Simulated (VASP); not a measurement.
# AgO2 (fluorite type) (Fm-3m) in VASP: notebook

AgO2 (fluorite type) is run at these levels: PBE; tasks: single point.

Everything below comes from runs of VASP 6.6.1. Logs are shortened: lines on timing, memory, paths and dates and some standing lists are left out, and cuts for length are marked.

**1. The cell of the first run**

The structure is cubic, space group Fm-3m (No. 225). The conventional cell has a = 5.057 Å, b = 5.057 Å, c = 5.057 Å, α = 90.00°, β = 90.00°, γ = 90.00°. Ag (site symmetry m-3m) has 8 O at 2.19 Å within 2.9 Å. O (site symmetry -43m) has 4 Ag at 2.19 Å and 6 O at 2.53 Å within 2.9 Å.

**2. Single point, PBE**

INCAR reads:

```
ALGO     = Normal         # electronic algorithm
EDIFF    = 1E-6           # SCF threshold, eV
ENCUT    = 520            # plane-wave cutoff, eV
GGA      = PE             # functional
ISIF     = 2              # what is computed and relaxed
ISMEAR   = -1             # smearing method
LASPH    = T              # aspherical terms in the spheres
LCHARG   = F              # write CHGCAR
LREAL    = F              # projectors in reciprocal space
LWAVE    = F              # write WAVECAR
NBANDS   = 18             # bands
NELM     = 60             # most SCF steps
PREC     = Accurate       # precision mode
SIGMA    = 0.06122561905347299 # smearing width, eV
```

KPOINTS reads:

```
k-points
0
Gamma
  18 18 18
```

POSCAR reads:

```
AgO2
1.0
    0.0000000000      2.5282597599      2.5282597599
    2.5282597599      0.0000000000      2.5282597599
    2.5282597599      2.5282597599      0.0000000000
Ag O
1 2
Direct
    0.0000000000      0.0000000000      0.0000000000
    0.2500000000      0.2500000000      0.2500000000
    0.7500000000      0.7500000000      0.7500000000
```

Potentials or basis: VASP PAW PBE potentials, release 64 (Ag, O).

Command:

```console
cat potpaw_PBE.64/Ag/POTCAR potpaw_PBE.64/O/POTCAR > POTCAR
mpirun -np 1 vasp_std > vasp.out
```

OUTCAR:

```text
EDIFF = 1E-6
   ENCUT = 520
   GGA = PE
   ISIF = 2
   ISMEAR = -1
   LASPH = T
   LREAL = F
   NELM = 60
   PREC = Accurate

 ion  position               nearest neighbor table
   1  0.000  0.000  0.000-   3 2.19   3 2.19   3 2.19   2 2.19   3 2.19   2 2.19   2 2.19   2 2.19

   2  0.250  0.250  0.250-   1 2.19   1 2.19   1 2.19   1 2.19
   3  0.750  0.750  0.750-   1 2.19   1 2.19   1 2.19   1 2.19

  LATTYP: Found a face centered cubic cell.
 ALAT       =     5.0565195198

  Lattice vectors:

 A1 = (   0.0000000000,   2.5282597599,   2.5282597599)
 A2 = (   2.5282597599,   0.0000000000,   2.5282597599)
 A3 = (   2.5282597599,   2.5282597599,   0.0000000000)

Analysis of symmetry for initial positions (statically):
=====================================================================
 Subroutine PRICEL returns:
 Original cell was already a primitive cell.

 Routine SETGRP: Setting up the symmetry group for a
 face centered cubic supercell.

 Subroutine GETGRP returns: Found 48 space group operations
 (whereof 48 operations were pure point group operations)
 out of a pool of 48 trial point group operations.

The static configuration has the point symmetry O_h .

Analysis of symmetry for dynamics (positions and initial velocities):
=====================================================================
 Subroutine PRICEL returns:
 Original cell was already a primitive cell.

 Routine SETGRP: Setting up the symmetry group for a
 face centered cubic supercell.

 Subroutine GETGRP returns: Found 48 space group operations
 (whereof 48 operations were pure point group operations)
 out of a pool of 48 trial point group operations.

The dynamic configuration has the point symmetry O_h .

 Subroutine INISYM returns: Found 48 space group operations
 (whereof 48 operations are pure point group operations),
 and found     1 'primitive' translations

----------------------------------------------------------------------------------------

                                     Primitive cell

  volume of cell :      32.3218

  direct lattice vectors                    reciprocal lattice vectors
     0.000000000  2.528259760  2.528259760    -0.197764489  0.197764489  0.197764489
     2.528259760  0.000000000  2.528259760     0.197764489 -0.197764489  0.197764489
     2.528259760  2.528259760  0.000000000     0.197764489  0.197764489 -0.197764489

  length of vectors
     3.575499242  3.575499242  3.575499242     0.342538143  0.342538143  0.342538143

  position of ions in fractional coordinates (direct lattice)
     0.000000000  0.000000000  0.000000000
     0.250000000  0.250000000  0.250000000
     0.750000000  0.750000000  0.750000000

  ion indices of the primitive-cell ions
   primitive index   ion index
                 1           1
                 2           2
                 3           3

----------------------------------------------------------------------------------------

 KPOINTS: k-points

Automatic generation of k-mesh.
 Grid dimensions read from file:
 generate k-points for:   18   18   18

 Generating k-lattice:

  Cartesian coordinates                     Fractional coordinates (reciprocal lattice)
    -0.010986916  0.010986916  0.010986916     0.055555556  0.000000000  0.000000000
     0.010986916 -0.010986916  0.010986916     0.000000000  0.055555556  0.000000000
     0.010986916  0.010986916 -0.010986916     0.000000000  0.000000000  0.055555556

  Length of vectors
     0.019029897  0.019029897  0.019029897

  Shift w.r.t. Gamma in fractional coordinates (k-lattice)
     0.000000000  0.000000000  0.000000000

 Subroutine IBZKPT returns following result:
 ===========================================

 Found    195 irreducible k-points:

 Following reciprocal coordinates:
            Coordinates               Weight
  0.000000  0.000000  0.000000      1.000000
  0.055556  0.000000  0.000000      8.000000
  0.111111  0.000000  0.000000      8.000000
  0.166667  0.000000  0.000000      8.000000
  0.222222  0.000000  0.000000      8.000000
  0.277778  0.000000  0.000000      8.000000
[... 16 lines left out ...]
 -0.277778  0.055556  0.000000     24.000000
 -0.222222  0.055556  0.000000     24.000000
 [... further k-points ...]
   k-points           NKPTS =    195   k-points in BZ     NKDIM =    195   number of bands    NBANDS=     18
   number of dos      NEDOS =    301   number of ions     NIONS =      3
   total plane-waves  NPLWV =  21952
   dimension x,y,z NGX =    28 NGY =   28 NGZ =   28
   dimension x,y,z NGXF=    56 NGYF=   56 NGZF=   56
   ions per type =               1   2
   NGX,Y,Z   is equivalent  to a cutoff of  13.02, 13.02, 13.02 a.u.
   NGXF,Y,Z  is equivalent  to a cutoff of  26.04, 26.04, 26.04 a.u.
 SYSTEM =  unknown system
   PREC   = accura    normal or accurate (medium, high low for compatibility)
   ISTART =      0    job   : 0-new  1-cont  2-samecut
   ICHARG =      2    charge: 1-file 2-atom 10-const
   ISPIN  =      1    spin polarized calculation?
   LNONCOLLINEAR =      F non collinear calculations
   LSORBIT =      F    spin-orbit coupling
   LASPH  =      T    aspherical Exc in radial PAW
   ENCUT  =  520.0 eV  38.22 Ry    6.18 a.u.   6.65  6.65  6.65*2*pi/ulx,y,z
   NELM   =     60;   NELMIN=  2; NELMDL= -5     # of ELM steps
   EDIFF  = 0.1E-05   stopping-criterion for ELM
   LREAL  =      F    real-space projection
   EDIFFG = 0.1E-04   stopping-criterion for IOM
   NSW    =      0    number of steps for IOM
   IBRION =     -1    ionic relax: 0-MD 1-quasi-New 2-CG
   NFREE  =      0    steps in history (QN), initial steepest desc. (CG)
   ISIF   =      2    stress and relaxation
   ISYM   =      2    0-nonsym 1-usesym 2-fastsym
   POTIM  = 0.5000    time-step for ionic-motion
   TEBEG  =    0.0;   TEEND  =   0.0 temperature during run
   PSTRESS=    0.0 pullay stress
   NELECT =      23.0000    total number of electrons
   NUPDOWN=      -1.0000    fix difference up-down
   EMIN   =  10.00;   EMAX   =-10.00  energy-range for DOS
   EFERMI =   0.00;   METHOD = LEGACY
   ISMEAR =    -1;   SIGMA  =   0.06  broadening in eV -4-tet -1-fermi 0-gaus
   EFERMI_NEDOS =   21; number of points for ismear=-14 and -15
   IALGO  =     38    algorithm
   IMIX   =      4    mixing-type and parameters
     AMIX     =   0.40;   BMIX     =  1.00
     AMIX_MAG =   1.60;   BMIX_MAG =  1.00
  volume/ion in A,a.u.               =      10.77        72.71
  Fermi-wavevector in a.u.,A,eV,Ry     =   1.461568  2.761963 29.064515  2.136182
  Thomas-Fermi vector in A             =   2.577884
   LORBIT       =      0    0 simple, 1 ext, 2 COOP (PROOUT), +10 PAW based schemes
   GGA     = PE    functional components
   LHFCALC =     F    Hartree Fock is set to
   AEXX    =    0.0000 exact exchange contribution
   IVDW    =     0    specifies the selected vdW correction
   LEPSILON=     F    determine dielectric tensor
   LRPA    =     F    only Hartree local field effects (RPA)
 non-spin polarized calculation
  energy-cutoff  :      520.00
  volume of cell :       32.32
 maximum number of plane-waves:       893
   NGX = 13   NGY = 13   NGZ = 13

 number of electron      22.9999991 magnetization

 Free energy of the ion-electron system (eV)
  ---------------------------------------------------
  ext. energy  EPLUGINS =         0.00000000
  ---------------------------------------------------
  free energy    TOTEN  =       -11.02031132 eV

  energy without entropy =      -10.96766676  energy(sigma->0) =      -10.99398904

 E-fermi :   5.4449     XC(G=0): -11.8256

 val. band max:        5.4442199620   @ k =  -0.2778   0.1667   0.0000
 cond. band min:       5.4505533129   @ k =   0.2222   0.1667   0.0556
 fundamental gap:      0.0063333509
 Fermi energy:         5.4448969665

 k-point     1 :       0.0000    0.0000    0.0000
  band No.  band energies     occupation
      1     -13.9121      2.00000
      2     -10.8862      2.00000
      3      -1.7369      2.00000
      4      -1.7369      2.00000
      5      -1.7369      2.00000
      6       1.0601      2.00000
[... 10 lines left out ...]
     17      17.4167      0.00000
     18      23.7358      0.00000

 k-point     2 :       0.0556    0.0000    0.0000
  band No.  band energies     occupation
      1     -13.8865      2.00000
      2     -10.9186      2.00000
      3      -1.7156      2.00000
      4      -1.7156      2.00000
      5      -1.6648      2.00000
      6       1.0434      2.00000
[... 10 lines left out ...]
     17      17.4968      0.00000
     18      24.0106      0.00000

 k-point     3 :       0.1111    0.0000    0.0000
  band No.  band energies     occupation
      1     -13.8114      2.00000
      2     -11.0118      2.00000
      3      -1.6538      2.00000
      4      -1.6538      2.00000
      5      -1.4552      2.00000
      6       0.9993      2.00000
[... 10 lines left out ...]
     17      17.7326      0.00000
     18      24.7381      0.00000

 k-point     4 :       0.1667    0.0000    0.0000
  band No.  band energies     occupation
      1     -13.6909      2.00000
      2     -11.1542      2.00000
      3      -1.5583      2.00000
      4      -1.5583      2.00000
      5      -1.1258      2.00000
      6       0.9443      2.00000
[... 375 lines left out ...]
      4      -1.1295      2.00000
      5       0.5102      2.00000
      6       0.8094      2.00000
[... 10 lines left out ...]
     17      20.0592      0.00000
     18      24.1545      0.00000

 k-point    23 :      -0.2778    0.0556    0.0000
  band No.  band energies     occupation
      1     -13.2571      2.00000
      2     -11.6113      2.00000
      3      -1.3000      2.00000
      4      -1.2337      2.00000
      5       0.0083      2.00000
      6       0.7557      2.00000
[... 10 lines left out ...]
     17      19.4404      0.00000
     18      24.2929      0.00000

 k-point    24 :      -0.2222    0.0556    0.0000
  band No.  band energies     occupation
      1     -13.4523      2.00000
      2     -11.4131      2.00000
      3      -1.4120      2.00000
      4      -1.3605      2.00000
      5      -0.4872      2.00000
      6       0.7679      2.00000
[... 10 lines left out ...]
     17      18.8852      0.00000
     18      24.4560      0.00000

 [... further k-points ...]

------------------------ aborting loop because EDIFF is reached ----------------------------------------

  FORCE on cell =-STRESS in cart. coord.  units (eV):
  Direction    XX          YY          ZZ          XY          YZ          ZX
  --------------------------------------------------------------------------------------
  -------------------------------------------------------------------------------------
  Total        2.0883657      2.0883657      2.0883657      0.0000000     -0.0000000      0.0000000
  in kB      103.5194748    103.5194748    103.5194748      0.0000000     -0.0000000      0.0000000
  external PRESSURE =     103.5194748 kB  Pullay stress =       0.0000000 kB

 VOLUME and BASIS-vectors are now :
 -----------------------------------------------------------------------------
  energy-cutoff  :      520.00
  volume of cell :       32.32
      direct lattice vectors                 reciprocal lattice vectors
     0.000000000  2.528259760  2.528259760    -0.197764489  0.197764489  0.197764489
     2.528259760  0.000000000  2.528259760     0.197764489 -0.197764489  0.197764489
     2.528259760  2.528259760  0.000000000     0.197764489  0.197764489 -0.197764489

 POSITION                                       TOTAL-FORCE (eV/Angst)
 -----------------------------------------------------------------------------------
      0.00000      0.00000      0.00000        -0.000000     -0.000000     -0.000000
      1.26413      1.26413      1.26413         0.000000      0.000000     -0.000000
      3.79239      3.79239      3.79239        -0.000000     -0.000000      0.000000
 -----------------------------------------------------------------------------------
    total drift:                                0.000000      0.000000      0.000000

  FREE ENERGIE OF THE ION-ELECTRON SYSTEM (eV)
  ---------------------------------------------------
  free  energy   TOTEN  =       -11.0203113201 eV

  energy  without entropy=      -10.9676667631  energy(sigma->0) =      -10.99398904
```

Run time: 96 s. Hardware: 1 thread of Intel Xeon Platinum 8488C (Sapphire Rapids), shared host; peak memory 0.24 GiB.

Results:

```
Free energy            : -11.0203 eV
Pressure               : 10.4 GPa
Band gap on the k mesh : zero (an odd number of electrons rules out a gap without spin polarisation)
```

Caveat: the cell stands under pressure; an odd number of electrons without spin polarisation forces a metal; a magnetic or distorted state may lie lower.

(Continued in part 2 of 2.)
